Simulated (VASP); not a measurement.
# AlC3 (Pm-3m) in VASP: a series of runs, part 2 of 2

VASP 6.6.1. The steps go on from the part before.

## 3. Relaxation of cell and atoms, PBE, target pressure 10 GPa, at which the enthalpy is minimised

INCAR

```
PREC = Accurate ; ENCUT = 600
EDIFF = 1E-6 ; ISMEAR = -1
SIGMA = 0.05 ; LREAL = F
LASPH = T ; NELM = 60
ALGO = Normal ; ISIF = 3
LWAVE = F ; LCHARG = F
GGA = PE ; IBRION = 2
NSW = 80 ; EDIFFG = -0.03
PSTRESS = 100.0
```

KPOINTS

```
Automatic mesh
0
Gamma
  6 6 6
```

POSCAR

```
AlC3
1.0
    3.2100000000      0.0000000000      0.0000000000
    0.0000000000      3.2100000000      0.0000000000
    0.0000000000      0.0000000000      3.2100000000
Al C
1 3
Direct
    0.0000000000      0.0000000000      0.0000000000
    0.0000000000      0.5000000000      0.5000000000
    0.5000000000      0.0000000000      0.5000000000
    0.5000000000      0.5000000000      0.0000000000
```

Potentials or basis: VASP PAW PBE potentials, release 64 (Al, C).

Launch:

```bash
> cat potpaw_PBE.64/Al/POTCAR potpaw_PBE.64/C/POTCAR > POTCAR
> mpirun -np 1 vasp_std > vasp.out
```

OUTCAR:

```text
PREC = Accurate
   ENCUT = 600
   EDIFF = 1E-6
   ISMEAR = -1
   LREAL = F
   LASPH = T
   NELM = 60
   ISIF = 3
   GGA = PE
   IBRION = 2
   NSW = 80
   EDIFFG = -0.03
   PSTRESS = 100.0

 ion  position               nearest neighbor table
   1  0.000  0.000  0.000-   2 2.27   3 2.27   4 2.27   2 2.27   3 2.27   2 2.27   4 2.27   2 2.27
                             3 2.27   4 2.27   3 2.27   4 2.27
   2  0.000  0.500  0.500-   1 2.27   1 2.27   1 2.27   1 2.27
   3  0.500  0.000  0.500-   1 2.27   1 2.27   1 2.27   1 2.27
   4  0.500  0.500  0.000-   1 2.27   1 2.27   1 2.27   1 2.27

  LATTYP: Found a simple cubic cell.
 ALAT       =     3.2100000000

  Lattice vectors:

 A1 = (   3.2100000000,   0.0000000000,   0.0000000000)
 A2 = (   0.0000000000,   3.2100000000,   0.0000000000)
 A3 = (   0.0000000000,   0.0000000000,   3.2100000000)

Analysis of symmetry for initial positions (statically):
=====================================================================
 Subroutine PRICEL returns:
 Original cell was already a primitive cell.

 Routine SETGRP: Setting up the symmetry group for a
 simple cubic supercell.

 Subroutine GETGRP returns: Found 48 space group operations
 (whereof 48 operations were pure point group operations)
 out of a pool of 48 trial point group operations.

The static configuration has the point symmetry O_h .

Analysis of symmetry for dynamics (positions and initial velocities):
=====================================================================
 Subroutine PRICEL returns:
 Original cell was already a primitive cell.

 Routine SETGRP: Setting up the symmetry group for a
 simple cubic supercell.

 Subroutine GETGRP returns: Found 48 space group operations
 (whereof 48 operations were pure point group operations)
 out of a pool of 48 trial point group operations.

The dynamic configuration has the point symmetry O_h .

 Subroutine INISYM returns: Found 48 space group operations
 (whereof 48 operations are pure point group operations),
 and found     1 'primitive' translations

----------------------------------------------------------------------------------------

                                     Primitive cell

[... 120 lines left out ...]
 conjugate gradient relaxation of ions
 non-spin polarized calculation
  energy-cutoff  :      600.00
  volume of cell :       33.08
 maximum number of plane-waves:      1141
 NGX is ok and might be reduce to    28
   NGX = 13   NGY = 13   NGZ = 13

--------------------------------------- Ionic step        1  -------------------------------------------

 number of electron      15.0000000 magnetization

 Free energy of the ion-electron system (eV)
  ---------------------------------------------------
  ext. energy  EPLUGINS =         0.00000000
  ---------------------------------------------------
  free energy    TOTEN  =       -20.65379839 eV

  energy without entropy =      -20.64124274  energy(sigma->0) =      -20.64752056

------------------------ aborting loop because EDIFF is reached ----------------------------------------

  FORCE on cell =-STRESS in cart. coord.  units (eV):
  Direction    XX          YY          ZZ          XY          YZ          ZX
  --------------------------------------------------------------------------------------
  -------------------------------------------------------------------------------------
  Total        0.2115568      0.2115568      0.2115568     -0.0000000     -0.0000000      0.0000000
  in kB       10.2476063     10.2476063     10.2476063     -0.0000000     -0.0000000      0.0000000
  external PRESSURE =     -89.7523937 kB  Pullay stress =     100.0000000 kB
[... 27 lines left out ...]
--------------------------------------- Ionic step        2  -------------------------------------------

 number of electron      15.0000000 magnetization

 E-fermi :  10.3032     XC(G=0): -12.5672

 val. band max:       10.2858760821   @ k =   0.5000   0.5000   0.3333
 cond. band min:      10.4182444083   @ k =   0.3333   0.3333   0.1667
 fundamental gap:      0.1323683263
 Fermi energy:        10.3031589903

 k-point     1 :       0.0000    0.0000    0.0000
  band No.  band energies     occupation
      1      -8.1262      2.00000
      2       3.5230      2.00000
      3       3.5230      2.00000
      4       3.7408      2.00000
      5       3.7408      2.00000
      6       3.7408      2.00000
      7      11.5317      0.00000
      8      11.5317      0.00000
      9      11.5317      0.00000
     10      12.3247      0.00000
     11      14.7075      0.00000
[... 303 lines left out ...]
--------------------------------------- Ionic step        3  -------------------------------------------

 number of electron      15.0000000 magnetization

 Free energy of the ion-electron system (eV)
  ---------------------------------------------------
  ext. energy  EPLUGINS =         0.00000000
  ---------------------------------------------------
  free energy    TOTEN  =       -20.60420874 eV

  energy without entropy =      -20.58969922  energy(sigma->0) =      -20.59695398

 E-fermi :   9.9696     XC(G=0): -12.4657

 val. band max:        9.9591158661   @ k =   0.3333   0.1667   0.1667
 cond. band min:      10.0887320257   @ k =   0.3333   0.3333   0.1667
 fundamental gap:      0.1296161596
 Fermi energy:         9.9695746185

 k-point     1 :       0.0000    0.0000    0.0000
  band No.  band energies     occupation
      1      -8.1712      2.00000
      2       3.2103      2.00000
      3       3.2103      2.00000
      4       3.5806      2.00000
      5       3.5806      2.00000
      6       3.5806      2.00000
      7      11.2120      0.00000
      8      11.2120      0.00000
      9      11.2120      0.00000
     10      11.9454      0.00000
     11      14.3100      0.00000
[... 299 lines left out ...]
  energy  without entropy=      -20.5896992231  energy(sigma->0) =      -20.59695398

  enthalpy is  TOTEN    =       -18.6321433902 eV   P V=        1.9720653483

 reached required accuracy - stopping structural energy minimisation
```

OSZICAR:

```text
N       E                     dE             d eps       ncg     rms          rms(c)
DAV:   1     0.339556651330E+02    0.33956E+02   -0.74473E+03   448   0.131E+03
DAV:   2    -0.183761034420E+02   -0.52332E+02   -0.48562E+02   606   0.188E+02
DAV:   3    -0.209333976636E+02   -0.25573E+01   -0.24830E+01   564   0.393E+01
[... 22 lines left out ...]
DAV:   2    -0.206051366768E+02    0.52202E-02   -0.11325E-02   467   0.813E-01    0.225E-01
DAV:   3    -0.206043491320E+02    0.78754E-03   -0.12658E-03   472   0.260E-01    0.711E-02
DAV:   4    -0.206042128909E+02    0.13624E-03   -0.14115E-04   484   0.950E-02    0.161E-02
DAV:   5    -0.206042095585E+02    0.33324E-05   -0.70241E-06   499   0.219E-02    0.104E-02
DAV:   6    -0.206042087386E+02    0.81992E-06   -0.56918E-07   232   0.625E-03
   3 F= -.18632143E+02 E0= -.18624889E+02  d E =-.427957E-01
```

CONTCAR:

```text
AlC3
   1.00000000000000
     3.1613843192252680   -0.0000000000000000    0.0000000000000000
    -0.0000000000000000    3.1613843192252680    0.0000000000000000
    -0.0000000000000000   -0.0000000000000000    3.1613843192252680
  Al              C
     1     3
Direct
     0.0000000000000000    0.0000000000000000    0.0000000000000000
     0.0000000000000000    0.5000000000000000    0.5000000000000000
     0.5000000000000000    0.0000000000000000    0.5000000000000000
     0.5000000000000000    0.5000000000000000    0.0000000000000000

  0.00000000E+00  0.00000000E+00  0.00000000E+00
  0.00000000E+00  0.00000000E+00  0.00000000E+00
  0.00000000E+00  0.00000000E+00  0.00000000E+00
  0.00000000E+00  0.00000000E+00  0.00000000E+00
```

It took 15 s on 1 thread of Intel Xeon Platinum 8375C at 2.90GHz (Ice Lake), shared host; peak memory 0.15 GiB.

Results:

- Free energy: -20.6042 eV
- Relaxed volume: 7.90 Å³/atom
- Relaxed cell: a = 3.161 Å, b = 3.161 Å, c = 3.161 Å, α = 90.00°, β = 90.00°, γ = 90.00°
- Space group after relaxing (to 0.05 Å): Pm-3m (No. 221)
- Energy change on relaxing (the enthalpy is what falls): +12.4 meV/atom
- Ionic steps: 3
- Pressure after relaxing: 10.0 GPa

Step by step:
```tsv
step	energy change (eV)	largest force (eV/Å)	pressure (GPa)	volume (Å³)
1	0.0000	0.0000	1.02	33.08
2	0.1027	0.0000	14.82	30.91
3	0.0496	0.0000	9.99	31.60
```

Final structure:
```
Al C
1.0
     3.16138    0.00000    0.00000
     0.00000    3.16138    0.00000
     0.00000    0.00000    3.16138
Al C
1 3
Direct
  0.00000 0.00000 0.00000
  0.00000 0.50000 0.50000
  0.50000 0.00000 0.50000
  0.50000 0.50000 0.00000
```

Caveat: the cell is relaxed towards a set pressure, so the enthalpy falls and the energy may rise.

## 4. Relaxation of cell and atoms, PBE, target pressure 20 GPa, at which the enthalpy is minimised

INCAR

```
SYSTEM = AlC3
PREC     = Accurate       ! precision mode
ENCUT    = 600            ! plane-wave cutoff, eV
EDIFF    = 1E-6           ! SCF threshold, eV
ISMEAR   = -1             ! smearing method
SIGMA    = 0.05           ! smearing width, eV
LREAL    = .False.        ! projectors in reciprocal space
LASPH    = .True.         ! aspherical terms in the spheres
NELM     = 60             ! most SCF steps
ALGO     = Normal         ! electronic algorithm
ISIF     = 3              ! what is computed and relaxed
LWAVE    = .False.        ! write WAVECAR
LCHARG   = .False.        ! write CHGCAR
GGA      = PE             ! functional
IBRION   = 2              ! ionic algorithm
NSW      = 80             ! ionic steps
EDIFFG   = -0.03          ! ionic threshold
PSTRESS  = 200.0
```

KPOINTS

```
regular mesh
0
Gamma
  6 6 6
  0 0 0
```

POSCAR is that of step 3.

Launch:

```bash
> cat potpaw_PBE.64/Al/POTCAR potpaw_PBE.64/C/POTCAR > POTCAR
> mpirun -np 1 vasp_std > vasp.out
```

It took 17 s on 1 thread of Intel Xeon Platinum 8375C at 2.90GHz (Ice Lake), shared host; peak memory 0.15 GiB.

Results (log left out):

| Quantity | Value |
| --- | --- |
| Free energy | -20.4791 eV |
| Relaxed volume | 7.56 Å³/atom |
| Relaxed cell | a = 3.116 Å, b = 3.116 Å, c = 3.116 Å, α = 90.00°, β = 90.00°, γ = 90.00° |
| Space group after relaxing (to 0.05 Å) | Pm-3m (No. 221) |
| Energy change on relaxing (the enthalpy is what falls) | +43.7 meV/atom |
| Ionic steps | 3 |
| Pressure after relaxing | 20.0 GPa |

The path:
| step | energy change (eV) | largest force (eV/Å) | pressure (GPa) | volume (Å³) |
| --- | --- | --- | --- | --- |
| 1 | 0.0000 | 0.0000 | 1.02 | 33.08 |
| 2 | 0.4502 | 0.0000 | 34.35 | 28.61 |
| 3 | 0.1747 | 0.0000 | 19.95 | 30.24 |

Final structure:
```
Al C
1.0
     3.11558    0.00000    0.00000
     0.00000    3.11558    0.00000
     0.00000    0.00000    3.11558
Al C
1 3
Direct
  0.00000 0.00000 0.00000
  0.00000 0.50000 0.50000
  0.50000 0.00000 0.50000
  0.50000 0.50000 0.00000
```

Levels at points of the mesh, in eV from the Fermi level:
| k point | band 3 | band 4 | band 5 | band 6 | band 7 | band 8 | band 9 | band 10 | band 11 |
| --- | --- | --- | --- | --- | --- | --- | --- | --- | --- |
| (0.00, 0.00, 0.00) | -6.80 | -6.74 | -6.74 | -6.74 | 1.21 | 1.21 | 1.21 | 2.06 | 4.47 |
| (0.50, 0.00, 0.00) | -5.35 | -4.53 | -4.53 | -2.65 | -2.65 | -2.37 | -0.29 | 0.30 | 3.89 |
| (0.50, 0.50, 0.00) | -12.73 | -9.98 | -1.87 | -1.87 | -1.07 | -0.94 | -0.21 | -0.21 | 5.02 |
| (0.50, 0.50, 0.50) | -10.48 | -8.97 | -8.68 | -8.68 | -8.68 | -1.13 | 5.37 | 5.37 | 5.37 |

Caveat: the cell is relaxed towards a set pressure, so the enthalpy falls and the energy may rise.

## 5. Overview

```tsv
cell	gap on the mesh (eV)	pressure (GPa)
relaxed to 5 GPa	none	5.0
relaxed to 10 GPa	none	10.0
relaxed to 20 GPa	none	20.0
```

Alike in all rows: task relaxation of cell and atoms; level PBE; potentials or basis VASP PAW PBE potentials, release 64 (Al, C); no spin polarisation; k mesh 6 × 6 × 6; cutoff (eV) 600; smearing fermi-dirac 0.05 eV.

Caveats: the cell is relaxed towards a set pressure, so the enthalpy falls and the energy may rise.

Total energies depend on the potentials used, so only differences within one code and one set of settings carry meaning.
